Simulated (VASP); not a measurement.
The system is Sb.

```
CELL_PARAMETERS angstrom
-1.87134 1.87134 1.87134
1.87134 -1.87134 1.87134
1.87134 1.87134 -1.87134
ATOMIC_POSITIONS crystal
Sb 0.00000 0.00000 0.00000
```

| Quantity | Value |
| --- | --- |
| Program | VASP 6.6.1 |
| Task | relaxation of cell and atoms |
| Functional | PBEsol |
| Dispersion | D3(BJ) |
| Potentials or basis | VASP PAW PBE potentials, release 64 (Sb) |
| Cutoff | 600 eV |
| k mesh | 10 × 10 × 10 |
| Occupations | fermi-dirac, width 0.05 eV |
| Spin | no spin polarisation |

At the start: pressure -3.4 GPa; volume 26.21 Å³/atom.

**Question.** How do energy, volume and symmetry change on relaxing?

**Answer.** Over 3 steps the energy falls by 13.8 meV/atom and the volume is 24.95 Å³/atom (-4.8 %); space group Im-3m (No. 229, to 0.05 Å).

The path:
```
step  energy change (eV)  largest force (eV/Å)  pressure (GPa)  volume (Å³)
   1              0.0000                0.0000           -3.37        26.21
   2             -0.0079                0.0000            2.52        24.18
   3             -0.0138                0.0000            0.00        24.95
```

Final structure:
```
Sb
1.0
    -1.84082    1.84082    1.84082
     1.84082   -1.84082    1.84082
     1.84082    1.84082   -1.84082
Sb
1
Cartesian
  0.0000 0.0000 0.0000
```

Caveat: the PAW data sets were made with another functional, which shifts forces and pressure a little; pairwise dispersion overbinds metals, which lowers pressure and volume.
